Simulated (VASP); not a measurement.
# ZnPbO6 (R-3) in VASP: single point with PBE

Aim: the single point of ZnPbO6 with PBE.

All numbers are computed with VASP 6.6.1; they aren't measurements. Logs are shortened: lines on timing, memory, paths and dates and some standing lists are left out, and cuts for length are marked.

## (1) The cell of the first run

Symmetry: R-3, No. 148, trigonal system. The conventional cell has a = 4.873 Å, b = 4.873 Å, c = 13.234 Å, α = 90.00°, β = 90.00°, γ = 120.00°. Pb (site symmetry -3) has 6 O at 1.99 Å within 2.6 Å. O (site symmetry 1) has 1 Zn at 1.85 Å and 1 Pb at 1.99 Å within 2.5 Å. Zn (site symmetry -3) has 6 O at 1.85 Å within 2.5 Å.

## (2) Single point, PBE

INCAR

```
PREC = Accurate ; ENCUT = 600
EDIFF = 1E-6 ; ISMEAR = -1
SIGMA = 0.052 ; LREAL = F
LASPH = T ; NELM = 120
ALGO = Normal ; ISIF = 2
LWAVE = F ; LCHARG = T
GGA = PE ; LELF = T
LVHAR = T ; NBANDS = 41
GGA_COMPAT = F
```

KPOINTS

```
regular mesh
0
Gamma
  6 6 6
```

POSCAR

```
ZnPbO6
1.0
    2.4363570000      4.2198910000      0.0000000000
   -2.4363570000      4.2198910000      0.0000000000
    0.0000000000     -2.8132580000      4.4113200000
Pb O Zn
1 6 1
Direct
    0.5000000000      0.5000000000      0.5000000000
    0.2390000000      0.6190000000      0.7600000000
    0.9020000000      0.2390000000      0.7600000000
    0.6190000000      0.9020000000      0.7600000000
    0.7610000000      0.3810000000      0.2400000000
    0.0980000000      0.7610000000      0.2400000000
    0.3810000000      0.0980000000      0.2400000000
    0.0000000000      0.0000000000      0.0000000000
```

Potentials or basis: VASP PAW PBE potentials, release 64 (Pb_d, O, Zn).

The run is started by

```
> cat potpaw_PBE.64/Pb_d/POTCAR potpaw_PBE.64/O/POTCAR potpaw_PBE.64/Zn/POTCAR > POTCAR
> mpirun -np 1 vasp_std > vasp.out
```

OUTCAR:

```text
PREC = Accurate
   ENCUT = 600
   EDIFF = 1E-6
   ISMEAR = -1
   LREAL = F
   LASPH = T
   NELM = 120
   ISIF = 2
   GGA = PE

 ion  position               nearest neighbor table
   1  0.500  0.500  0.500-   2 1.99   5 1.99   4 1.99   7 1.99   6 1.99   3 1.99   8 3.57   8 3.57
                             8 3.57   8 3.57   8 3.57   8 3.57
   2  0.239  0.619  0.760-   8 1.85   1 1.99
   3  0.902  0.239  0.760-   8 1.85   1 1.99
   4  0.619  0.902  0.760-   8 1.85   1 1.99
   5  0.761  0.381  0.240-   8 1.85   1 1.99
   6  0.098  0.761  0.240-   8 1.85   1 1.99
   7  0.381  0.098  0.240-   8 1.85   1 1.99
   8  0.000  0.000  0.000-   3 1.85   6 1.85   4 1.85   7 1.85   2 1.85   5 1.85   1 3.57   1 3.57
                             1 3.57   1 3.57   1 3.57   1 3.57

  LATTYP: Found a trigonal (rhomboedric) cell.
 ALAT       =     5.2320355475
 COS(alpha) =     0.5663189204

  Lattice vectors:

 A1 = (   2.4363570000,   1.4066330000,   4.4113200000)
 A2 = (  -2.4363570000,   1.4066330000,   4.4113200000)
 A3 = (   0.0000000000,  -2.8132580000,   4.4113200000)

Analysis of symmetry for initial positions (statically):
=====================================================================
 Subroutine PRICEL returns:
 Original cell was already a primitive cell.

 Routine SETGRP: Setting up the symmetry group for a
 trigonal (rhombohedral) supercell.

 Subroutine GETGRP returns: Found  6 space group operations
 (whereof  6 operations were pure point group operations)
 out of a pool of 12 trial point group operations.

The static configuration has the point symmetry S_6 .

Analysis of symmetry for dynamics (positions and initial velocities):
=====================================================================
 Subroutine PRICEL returns:
 Original cell was already a primitive cell.

 Routine SETGRP: Setting up the symmetry group for a
 trigonal (rhombohedral) supercell.

 Subroutine GETGRP returns: Found  6 space group operations
 (whereof  6 operations were pure point group operations)
 out of a pool of 12 trial point group operations.

The dynamic configuration has the point symmetry S_6 .

 Subroutine INISYM returns: Found  6 space group operations
 (whereof  6 operations are pure point group operations),
 and found     1 'primitive' translations

----------------------------------------------------------------------------------------

                                     Primitive cell

  volume of cell :      90.7070

  direct lattice vectors                    reciprocal lattice vectors
     2.436357000  4.219891000  0.000000000     0.205224440  0.118486473  0.075563101
    -2.436357000  4.219891000  0.000000000    -0.205224440  0.118486473  0.075563101
     0.000000000 -2.813258000  4.411320000     0.000000000  0.000000000  0.226689517

  length of vectors
     4.872711307  4.872711307  5.232032561     0.248728561  0.248728561  0.226689517

  position of ions in fractional coordinates (direct lattice)
     0.500000000  0.500000000  0.500000000
     0.239000000  0.619000000  0.760000000
     0.902000000  0.239000000  0.760000000
     0.619000000  0.902000000  0.760000000
     0.761000000  0.381000000  0.240000000
     0.098000000  0.761000000  0.240000000
     0.381000000  0.098000000  0.240000000
     0.000000000  0.000000000  0.000000000

  ion indices of the primitive-cell ions
   primitive index   ion index
                 1           1
                 2           2
                 3           3
                 4           4
                 5           5
                 6           6
                 7           7
                 8           8

----------------------------------------------------------------------------------------

 KPOINTS: regular mesh

Automatic generation of k-mesh.
 Grid dimensions read from file:
 generate k-points for:    6    6    6

 Generating k-lattice:

  Cartesian coordinates                     Fractional coordinates (reciprocal lattice)
     0.034204073  0.019747745  0.012593850     0.166666667 -0.000000000  0.000000000
    -0.034204073  0.019747745  0.012593850    -0.000000000  0.166666667  0.000000000
     0.000000000  0.000000000  0.037781586     0.000000000  0.000000000  0.166666667

  Length of vectors
     0.041454760  0.041454760  0.037781586

  Shift w.r.t. Gamma in fractional coordinates (k-lattice)
     0.000000000  0.000000000  0.000000000

 Subroutine IBZKPT returns following result:
 ===========================================

 Found     40 irreducible k-points:

 Following reciprocal coordinates:
            Coordinates               Weight
  0.000000  0.000000  0.000000      1.000000
  0.166667  0.000000  0.000000      6.000000
  0.333333  0.000000  0.000000      6.000000
  0.500000  0.000000  0.000000      3.000000
  0.166667  0.166667  0.000000      6.000000
  0.333333  0.166667  0.000000      6.000000
[... 16 lines left out ...]
  0.166667  0.166667  0.166667      6.000000
  0.333333  0.166667  0.166667      6.000000
 [... further k-points ...]
   k-points           NKPTS =     40   k-points in BZ     NKDIM =     40   number of bands    NBANDS=     41
   number of dos      NEDOS =    301   number of ions     NIONS =      8
   total plane-waves  NPLWV =  67200
   dimension x,y,z NGX =    40 NGY =   40 NGZ =   42
   dimension x,y,z NGXF=    80 NGYF=   80 NGZF=   84
   ions per type =               1   6   1
   NGX,Y,Z   is equivalent  to a cutoff of  13.65, 13.65, 13.35 a.u.
   NGXF,Y,Z  is equivalent  to a cutoff of  27.29, 27.29, 26.69 a.u.
 SYSTEM =  unknown system
   PREC   = accura    normal or accurate (medium, high low for compatibility)
   ISTART =      0    job   : 0-new  1-cont  2-samecut
   ICHARG =      2    charge: 1-file 2-atom 10-const
   ISPIN  =      1    spin polarized calculation?
   LNONCOLLINEAR =      F non collinear calculations
   LSORBIT =      F    spin-orbit coupling
   LASPH  =      T    aspherical Exc in radial PAW
   ENCUT  =  600.0 eV  44.10 Ry    6.64 a.u.   9.73  9.73 10.45*2*pi/ulx,y,z
   NELM   =    120;   NELMIN=  2; NELMDL= -5     # of ELM steps
   EDIFF  = 0.1E-05   stopping-criterion for ELM
   LREAL  =      F    real-space projection
   EDIFFG = 0.1E-04   stopping-criterion for IOM
   NSW    =      0    number of steps for IOM
   IBRION =     -1    ionic relax: 0-MD 1-quasi-New 2-CG
   NFREE  =      0    steps in history (QN), initial steepest desc. (CG)
   ISIF   =      2    stress and relaxation
   ISYM   =      2    0-nonsym 1-usesym 2-fastsym
   POTIM  = 0.5000    time-step for ionic-motion
   TEBEG  =    0.0;   TEEND  =   0.0 temperature during run
   PSTRESS=    0.0 pullay stress
   NELECT =      62.0000    total number of electrons
   NUPDOWN=      -1.0000    fix difference up-down
   EMIN   =  10.00;   EMAX   =-10.00  energy-range for DOS
   EFERMI =   0.00;   METHOD = LEGACY
   ISMEAR =    -1;   SIGMA  =   0.05  broadening in eV -4-tet -1-fermi 0-gaus
   EFERMI_NEDOS =   21; number of points for ismear=-14 and -15
   IALGO  =     38    algorithm
   IMIX   =      4    mixing-type and parameters
     AMIX     =   0.40;   BMIX     =  1.00
     AMIX_MAG =   1.60;   BMIX_MAG =  1.00
  volume/ion in A,a.u.               =      11.34        76.52
  Fermi-wavevector in a.u.,A,eV,Ry     =   1.442088  2.725152 28.294926  2.079618
  Thomas-Fermi vector in A             =   2.560648
   LORBIT       =      0    0 simple, 1 ext, 2 COOP (PROOUT), +10 PAW based schemes
   GGA     = PE    functional components
   LHFCALC =     F    Hartree Fock is set to
   AEXX    =    0.0000 exact exchange contribution
   IVDW    =     0    specifies the selected vdW correction
   LEPSILON=     F    determine dielectric tensor
   LRPA    =     F    only Hartree local field effects (RPA)
 non-spin polarized calculation
  energy-cutoff  :      600.00
  volume of cell :       90.71
 maximum number of plane-waves:      3059
   NGX = 19   NGY = 19   NGZ = 21

 number of electron      61.9999999 magnetization

 Free energy of the ion-electron system (eV)
  ---------------------------------------------------
  ext. energy  EPLUGINS =         0.00000000
  ---------------------------------------------------
  free energy    TOTEN  =       -28.65373520 eV

  energy without entropy =      -28.51043789  energy(sigma->0) =      -28.58208655

 E-fermi :   1.8533     XC(G=0): -10.8461

 val. band max:        1.8524279254   @ k =   0.5000   0.5000   0.0000
 cond. band min:       1.8632306446   @ k =  -0.3333   0.1667  -0.3333
 fundamental gap:      0.0108027192
 Fermi energy:         1.8533094357

 k-point     1 :       0.0000    0.0000    0.0000
  band No.  band energies     occupation
      1     -17.1781      2.00000
      2     -16.6223      2.00000
      3     -16.6223      2.00000
      4     -15.0438      2.00000
      5     -14.8937      2.00000
      6     -14.8937      2.00000
[... 33 lines left out ...]
     40      15.6761      0.00000
     41      15.6860      0.00000

 k-point     2 :       0.1667    0.0000    0.0000
  band No.  band energies     occupation
      1     -17.0535      2.00000
      2     -16.6378      2.00000
      3     -16.6233      2.00000
      4     -15.1029      2.00000
      5     -14.9999      2.00000
      6     -14.9124      2.00000
[... 33 lines left out ...]
     40      15.5398      0.00000
     41      15.9032      0.00000

 k-point     3 :       0.3333    0.0000    0.0000
  band No.  band energies     occupation
      1     -16.7431      2.00000
      2     -16.6507      2.00000
      3     -16.5995      2.00000
      4     -15.5523      2.00000
      5     -15.0005      2.00000
      6     -14.9291      2.00000
[... 875 lines left out ...]
      2     -16.6009      2.00000
      3     -16.5578      2.00000
      4     -15.4378      2.00000
      5     -14.9876      2.00000
      6     -14.9479      2.00000
[... 33 lines left out ...]
     40      15.2495      0.00000
     41      16.0555      0.00000

 k-point    24 :       0.3333    0.1667    0.1667
  band No.  band energies     occupation
      1     -16.8857      2.00000
      2     -16.6033      2.00000
      3     -16.3833      2.00000
      4     -15.4541      2.00000
      5     -15.1403      2.00000
      6     -14.9826      2.00000
[... 33 lines left out ...]
     40      15.5598      0.00000
     41      16.2049      0.00000

 [... further k-points ...]

------------------------ aborting loop because EDIFF is reached ----------------------------------------

  FORCE on cell =-STRESS in cart. coord.  units (eV):
  Direction    XX          YY          ZZ          XY          YZ          ZX
  --------------------------------------------------------------------------------------
  -------------------------------------------------------------------------------------
  Total       16.8602885     16.8602637     15.9975907      0.0000000      0.0000097      0.0000000
  in kB      297.8069765    297.8065376    282.5689554      0.0000003      0.0001708      0.0000000
  external PRESSURE =     292.7274898 kB  Pullay stress =       0.0000000 kB

 VOLUME and BASIS-vectors are now :
 -----------------------------------------------------------------------------
  energy-cutoff  :      600.00
  volume of cell :       90.71
      direct lattice vectors                 reciprocal lattice vectors
     2.436357000  4.219891000  0.000000000     0.205224440  0.118486473  0.075563101
    -2.436357000  4.219891000  0.000000000    -0.205224440  0.118486473  0.075563101
     0.000000000 -2.813258000  4.411320000     0.000000000  0.000000000  0.226689517

 POSITION                                       TOTAL-FORCE (eV/Angst)
 -----------------------------------------------------------------------------------
      0.00000      2.81326      2.20566         0.000000      0.000000      0.000000
     -0.92582      1.48259      3.35260        -0.181681     -1.904908      0.811287
      1.61530      2.67682      3.35260         1.740541      0.795115      0.811287
     -0.68949      4.28038      3.35260        -1.558860      1.109795      0.811287
      0.92582      4.14393      1.05872         0.181681      1.904908     -0.811287
     -1.61530      2.94970      1.05872        -1.740541     -0.795115     -0.811287
      0.68949      1.34615      1.05872         1.558860     -1.109795     -0.811287
      0.00000      0.00000      0.00000         0.000000      0.000000      0.000000
 -----------------------------------------------------------------------------------
    total drift:                               -0.000000      0.000000     -0.000000

  FREE ENERGIE OF THE ION-ELECTRON SYSTEM (eV)
  ---------------------------------------------------
  free  energy   TOTEN  =       -28.6537352028 eV

  energy  without entropy=      -28.5104378897  energy(sigma->0) =      -28.58208655
```

Wall time 5.3 min (1 thread of Intel Xeon 8259CL, shared host); peak memory 0.35 GiB.

What came out:

| Item | Value |
| --- | --- |
| Free energy | -28.6537 eV |
| Pressure | 29.3 GPa |
| Largest force | 2.078 eV/Å |
| Band gap on the k mesh | zero (bands 31 and 32 overlap by 0.29 eV) |

Forces in eV/Å, atoms in the order of the input:
```
Pb   0.000  0.000  0.000
O   -0.182 -1.905  0.811
O    1.741  0.795  0.811
O   -1.559  1.110  0.811
O    0.182  1.905 -0.811
O   -1.741 -0.795 -0.811
O    1.559 -1.110 -0.811
Zn   0.000  0.000  0.000
```

Caveat: the cell stands under pressure; semilocal functionals underestimate gaps, and a narrow one can read as zero; spin-orbit coupling is left out, which moves the levels of the heavy elements; forces of over 1 eV/Å act on the atoms, so gaps and moduli don't describe the material at rest.
